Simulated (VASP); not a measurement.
# BaS (I4/mmm) in VASP: single point with HSE06

Aim: the single point of BaS with HSE06.

Program: VASP 6.6.1. These are calculated values, not measurements. Logs are shortened: lines on timing, memory, paths and dates and some standing lists are left out, and cuts for length are marked.

### Step 1. The cell of the first run

Symmetry: I4/mmm, No. 139, tetragonal system. Conventional cell: a = 4.542 Å, b = 4.542 Å, c = 6.050 Å, α = 90.00°, β = 90.00°, γ = 90.00°. Within 4.0 Å of Ba (site symmetry 4/mmm) lie 6 S at 3.02 to 3.21 Å. S (site symmetry 4/mmm) has 6 Ba at 3.02 to 3.21 Å within 4.0 Å.

### Step 2. Single point, HSE06 (uniaxial z strain -5.8%)

Input file POSCAR:

```
BaS
1.0
    0.0000000000      3.2117958739      3.0248693541
    3.2117958739      0.0000000000      3.0248693541
    3.2117958739      3.2117958739      0.0000000000
Ba S
1 1
Direct
    0.0000000000      0.0000000000      0.0000000000
    0.5000000000      0.5000000000      0.5000000000
```

Input file INCAR.step1:

```
PREC = Accurate ; ENCUT = 520
EDIFF = 1E-5 ; ISMEAR = 0
SIGMA = 0.01 ; LREAL = False
LASPH = True ; NELM = 100
ALGO = Normal ; ISIF = 2
LWAVE = True ; LCHARG = False
NBANDS = 15 ; GGA = PE
KPAR = 4
```

Input file INCAR.step2:

```
PREC = Accurate ; ENCUT = 520
EDIFF = 1E-7 ; ISMEAR = 0
SIGMA = 0.01 ; LREAL = False
LASPH = True ; NELM = 100
ALGO = Normal ; ISIF = 2
LWAVE = False ; LCHARG = False
GGA = PE ; LHFCALC = True
HFSCREEN = 0.2079 ; PRECFOCK = Normal
NBANDS = 15 ; ISTART = 1
KPAR = 4
```

Input file KPOINTS:

```
regular mesh
0
Gamma
  6 6 6
```

Potentials or basis: VASP PAW PBE potentials, release 64 (Ba_sv, S).

On the command line:

```sh
$ cat potpaw_PBE.64/Ba_sv/POTCAR potpaw_PBE.64/S/POTCAR > POTCAR
$ cp INCAR.step1 INCAR
$ mpirun -np 4 vasp_std > vasp.out
$ cp INCAR.step2 INCAR
$ mpirun -np 4 vasp_std > vasp.out
```

OUTCAR:

```text
PREC = Accurate
   ENCUT = 520
   EDIFF = 1E-7
   ISMEAR = 0
   LREAL = False
   LASPH = True
   NELM = 100
   ISIF = 2
   GGA = PE
   LHFCALC = True
   HFSCREEN = 0.2079
   PRECFOCK = Normal
   ISTART = 1

 ion  position               nearest neighbor table
   1  0.000  0.000  0.000-   2 3.02   2 3.02   2 3.21   2 3.21   2 3.21   2 3.21
   2  0.500  0.500  0.500-   1 3.02   1 3.02   1 3.21   1 3.21   1 3.21   1 3.21

  LATTYP: Found a body centered tetragonal cell.
 ALAT       =     4.5421652844
 C/A-ratio  =     1.3319063331

  Lattice vectors:

 A1 = (   0.0000000000,  -3.2117958739,  -3.0248693541)
 A2 = (   0.0000000000,   3.2117958739,  -3.0248693541)
 A3 = (   3.2117958739,   0.0000000000,   3.0248693541)

Analysis of symmetry for initial positions (statically):
=====================================================================
 Subroutine PRICEL returns:
 Original cell was already a primitive cell.

 Routine SETGRP: Setting up the symmetry group for a
 body centered tetragonal supercell.

 Subroutine GETGRP returns: Found 16 space group operations
 (whereof 16 operations were pure point group operations)
 out of a pool of 16 trial point group operations.

The static configuration has the point symmetry D_4h.

Analysis of symmetry for dynamics (positions and initial velocities):
=====================================================================
 Subroutine PRICEL returns:
 Original cell was already a primitive cell.

 Routine SETGRP: Setting up the symmetry group for a
 body centered tetragonal supercell.

 Subroutine GETGRP returns: Found 16 space group operations
 (whereof 16 operations were pure point group operations)
 out of a pool of 16 trial point group operations.

The dynamic configuration has the point symmetry D_4h.

 Subroutine INISYM returns: Found 16 space group operations
 (whereof 16 operations are pure point group operations),
 and found     1 'primitive' translations

----------------------------------------------------------------------------------------

                                     Primitive cell

  volume of cell :      62.4069

  direct lattice vectors                    reciprocal lattice vectors
     0.000000000  3.211795874  3.024869354    -0.155676145  0.155676145  0.165296395
     3.211795874  0.000000000  3.024869354     0.155676145 -0.155676145  0.165296395
     3.211795874  3.211795874  0.000000000     0.155676145  0.155676145 -0.165296395

  length of vectors
     4.411968647  4.411968647  4.542165284     0.275305326  0.275305326  0.275305326

  position of ions in fractional coordinates (direct lattice)
     0.000000000  0.000000000  0.000000000
     0.500000000  0.500000000  0.500000000

  ion indices of the primitive-cell ions
   primitive index   ion index
                 1           1
                 2           2

----------------------------------------------------------------------------------------

 KPOINTS: regular mesh

Automatic generation of k-mesh.
 Grid dimensions read from file:
 generate k-points for:    6    6    6

 Generating k-lattice:

  Cartesian coordinates                     Fractional coordinates (reciprocal lattice)
    -0.025946024  0.025946024  0.027549399     0.166666667  0.000000000  0.000000000
     0.025946024 -0.025946024  0.027549399     0.000000000  0.166666667  0.000000000
     0.025946024  0.025946024 -0.027549399    -0.000000000 -0.000000000  0.166666667

  Length of vectors
     0.045884221  0.045884221  0.045884221

  Shift w.r.t. Gamma in fractional coordinates (k-lattice)
     0.000000000  0.000000000  0.000000000

 Subroutine IBZKPT returns following result:
 ===========================================

 Found     30 irreducible k-points:

 Following reciprocal coordinates:
            Coordinates               Weight
  0.000000  0.000000  0.000000      1.000000
  0.166667 -0.000000  0.000000      8.000000
  0.333333 -0.000000  0.000000      8.000000
  0.500000 -0.000000  0.000000      4.000000
  0.166667  0.166667  0.000000      2.000000
  0.333333  0.166667  0.000000      8.000000
[... 16 lines left out ...]
  0.333333  0.000000  0.333333      4.000000
  0.500000 -0.000000  0.333333     16.000000
 [... further k-points ...]
   k-points           NKPTS =     30   k-points in BZ     NKDIM =    216   number of bands    NBANDS=     15
   number of dos      NEDOS =    301   number of ions     NIONS =      2
   total plane-waves  NPLWV =  46656
   dimension x,y,z NGX =    36 NGY =   36 NGZ =   36
   dimension x,y,z NGXF=    72 NGYF=   72 NGZF=   72
   ions per type =               1   1
   NGX,Y,Z   is equivalent  to a cutoff of  13.57, 13.57, 13.18 a.u.
   NGXF,Y,Z  is equivalent  to a cutoff of  27.13, 27.13, 26.35 a.u.
 SYSTEM =  unknown system
   PREC   = accura    normal or accurate (medium, high low for compatibility)
   ISTART =      1    job   : 0-new  1-cont  2-samecut
   ICHARG =      0    charge: 1-file 2-atom 10-const
   ISPIN  =      1    spin polarized calculation?
   LNONCOLLINEAR =      F non collinear calculations
   LSORBIT =      F    spin-orbit coupling
   LASPH  =      T    aspherical Exc in radial PAW
   ENCUT  =  520.0 eV  38.22 Ry    6.18 a.u.   8.20  8.20  8.45*2*pi/ulx,y,z
   NELM   =    100;   NELMIN=  2; NELMDL=  0     # of ELM steps
   EDIFF  = 0.1E-06   stopping-criterion for ELM
   LREAL  =      F    real-space projection
   EDIFFG = 0.1E-05   stopping-criterion for IOM
   NSW    =      0    number of steps for IOM
   IBRION =     -1    ionic relax: 0-MD 1-quasi-New 2-CG
   NFREE  =      0    steps in history (QN), initial steepest desc. (CG)
   ISIF   =      2    stress and relaxation
   ISYM   =      3    0-nonsym 1-usesym 2-fastsym
   POTIM  = 0.5000    time-step for ionic-motion
   TEBEG  =    0.0;   TEEND  =   0.0 temperature during run
   PSTRESS=    0.0 pullay stress
   NELECT =      16.0000    total number of electrons
   NUPDOWN=      -1.0000    fix difference up-down
   EMIN   =  10.00;   EMAX   =-10.00  energy-range for DOS
   EFERMI =   0.00;   METHOD = LEGACY
   ISMEAR =     0;   SIGMA  =   0.01  broadening in eV -4-tet -1-fermi 0-gaus
   EFERMI_NEDOS =   21; number of points for ismear=-14 and -15
   IALGO  =     38    algorithm
   IMIX   =      1    mixing-type and parameters
     AMIX     =   0.40;   BMIX     =  1.00
     AMIX_MAG =   1.60;   BMIX_MAG =  1.00
  volume/ion in A,a.u.               =      31.20       210.57
  Fermi-wavevector in a.u.,A,eV,Ry     =   1.040010  1.965333 14.716332  1.081620
  Thomas-Fermi vector in A             =   2.174566
   LORBIT       =      0    0 simple, 1 ext, 2 COOP (PROOUT), +10 PAW based schemes
   GGA     = PE    functional components
   LHFCALC =     T    Hartree Fock is set to
   PRECFOCK=normal    Normal, Fast or Accurate (Low or Medium for compatibility)
   ENCUT4O =  -1.0   cutoff for four orbital integrals eV
   NKREDX  =     1    reduce k-point grid by
   NKREDY  =     1    reduce k-point grid by
   NKREDZ  =     1    reduce k-point grid by
   AEXX    =    0.2500 exact exchange contribution
   HFSCREEN=    0.2079 screening length (either q_TF or 0.3 A-1)
   HFSCREENC=   0.2079 screening length for correlation (either q_TF or 0.3 A-1)
   ENCUTFOCK=  -1.0 apply spherical cutoff to Coloumb kernel
   IVDW    =     0    specifies the selected vdW correction
   LEPSILON=     F    determine dielectric tensor
   LRPA    =     F    only Hartree local field effects (RPA)
 non-spin polarized calculation
 Gauss-broadening in eV      SIGMA  =   0.01
  energy-cutoff  :      520.00
  volume of cell :       62.41
 maximum number of plane-waves:      1695
 NGX is ok and might be reduce to    36
  NGX = 28; NGY = 28; NGZ = 28

 number of electron      15.9999999 magnetization

 Free energy of the ion-electron system (eV)
  ---------------------------------------------------
  ext. energy  EPLUGINS =         0.00000000
  ---------------------------------------------------
  free energy    TOTEN  =       -11.45240913 eV

  energy without entropy =      -11.45240913  energy(sigma->0) =      -11.45240913

 E-fermi :   1.3659     XC(G=0):  -7.3414

 val. band max:        1.2039103759   @ k =   0.0000   0.0000   0.0000
 cond. band min:       3.9276742376   @ k =   0.5000   0.5000   0.0000
 fundamental gap:      2.7237638617
 Fermi energy:         1.3659281758

 k-point     1 :       0.0000    0.0000    0.0000
  band No.  band energies     occupation
      1     -26.6415      2.00000
      2     -10.6788      2.00000
      3     -10.6215      2.00000
      4     -10.6215      2.00000
      5     -10.4957      2.00000
      6       0.9490      2.00000
      7       0.9490      2.00000
      8       1.2039      2.00000
      9       5.6518      0.00000
     10       5.7995      0.00000
     11       5.7995      0.00000
     12       6.2627      0.00000
     13       6.7476      0.00000
     14       7.3532      0.00000
     15      10.8897      0.00000

 k-point     2 :       0.1667   -0.0000    0.0000
  band No.  band energies     occupation
      1     -26.6257      2.00000
      2     -11.4593      2.00000
      3     -10.6520      2.00000
      4     -10.6403      2.00000
      5      -9.6465      2.00000
      6       0.3161      2.00000
      7       0.5897      2.00000
      8       0.6996      2.00000
      9       5.9563      0.00000
     10       6.2959      0.00000
     11       6.5372      0.00000
     12       6.6687      0.00000
     13       7.5714      0.00000
     14       8.3265      0.00000
     15      12.0681      0.00000
[... 365 lines left out ...]
      3     -10.8773      2.00000
      4     -10.7585      2.00000
      5      -9.8481      2.00000
      6      -0.2218      2.00000
      7       0.7840      2.00000
      8       1.0701      2.00000
      9       4.3170      0.00000
     10       7.3353      0.00000
     11       8.2430      0.00000
     12       8.9898      0.00000
     13       9.1571      0.00000
     14      11.2211      0.00000
     15      12.2050      0.00000

 k-point    24 :       0.5000   -0.0000    0.3333
  band No.  band energies     occupation
      1     -26.5679      2.00000
      2     -11.5894      2.00000
      3     -11.0356      2.00000
      4     -10.8042      2.00000
      5      -9.7152      2.00000
      6       0.0993      2.00000
      7       0.4243      2.00000
      8       0.6606      2.00000
      9       4.7189      0.00000
     10       8.3478      0.00000
     11       9.0190      0.00000
     12       9.3819      0.00000
     13       9.7242      0.00000
     14      10.5140      0.00000
     15      11.4023      0.00000

 [... further k-points ...]

------------------------ aborting loop because EDIFF is reached ----------------------------------------

  FORCE on cell =-STRESS in cart. coord.  units (eV):
  Direction    XX          YY          ZZ          XY          YZ          ZX
  --------------------------------------------------------------------------------------
  -------------------------------------------------------------------------------------
  Total        0.5192751      0.5192751      3.3950111      0.0000000      0.0000000     -0.0000000
  in kB       13.3313957     13.3313957     87.1604152      0.0000000      0.0000000     -0.0000000
  external PRESSURE =      37.9410688 kB  Pullay stress =       0.0000000 kB

 VOLUME and BASIS-vectors are now :
 -----------------------------------------------------------------------------
  energy-cutoff  :      520.00
  volume of cell :       62.41
      direct lattice vectors                 reciprocal lattice vectors
     0.000000000  3.211795874  3.024869354    -0.155676145  0.155676145  0.165296395
     3.211795874  0.000000000  3.024869354     0.155676145 -0.155676145  0.165296395
     3.211795874  3.211795874  0.000000000     0.155676145  0.155676145 -0.165296395

 POSITION                                       TOTAL-FORCE (eV/Angst)
 -----------------------------------------------------------------------------------
      0.00000      0.00000      0.00000         0.000000      0.000000      0.000000
      3.21180      3.21180      3.02487         0.000000      0.000000     -0.000000
 -----------------------------------------------------------------------------------
    total drift:                               -0.000000     -0.000000     -0.000000

  FREE ENERGIE OF THE ION-ELECTRON SYSTEM (eV)
  ---------------------------------------------------
  free  energy   TOTEN  =       -11.4524091328 eV

  energy  without entropy=      -11.4524091328  energy(sigma->0) =      -11.45240913
```

Run time: 37 min. Hardware: 4 MPI ranks of Intel Xeon Platinum 8259CL at 2.50GHz (Skylake/Cascade Lake), shared host; peak memory 0.33 GiB.

Results:

```
Free energy            : -11.4524 eV
Pressure               : 3.8 GPa
Band gap on the k mesh : 2.72 eV (least direct gap 2.88 eV)
```

Stress tensor (GPa, compression positive):
```
1.33 0.00 0.00
0.00 1.33 0.00
0.00 0.00 8.72
```

Levels at points of the mesh, in eV from the valence-band top:
```
           k point  band 4  band 5  band 6  band 7  band 8  band 9  band 10  band 11  band 12  band 13
(0.00, 0.00, 0.00)  -11.83  -11.70   -0.25   -0.25    0.00    4.45     4.60     4.60     5.06     5.54
(0.50, 0.00, 0.00)  -11.86   -9.85   -2.36   -1.48   -1.42    6.60     6.68     7.51     7.67     9.94
(0.50, 0.50, 0.00)  -12.12  -11.61   -0.44   -0.40   -0.40    2.72     7.16     7.33     8.77     8.77
(0.50, 0.00, 0.50)  -12.01  -11.60   -0.82   -0.39   -0.10    2.78     6.72     7.59     8.62     8.93
```

Caveat: the cell differs from its parent crystal (uniaxial z strain -5.8%); the stress differs along the axes, from 1 to 9 GPa; the PAW data sets were made with another functional, which shifts forces and pressure a little; spin-orbit coupling is left out, which moves the levels of the heavy elements.
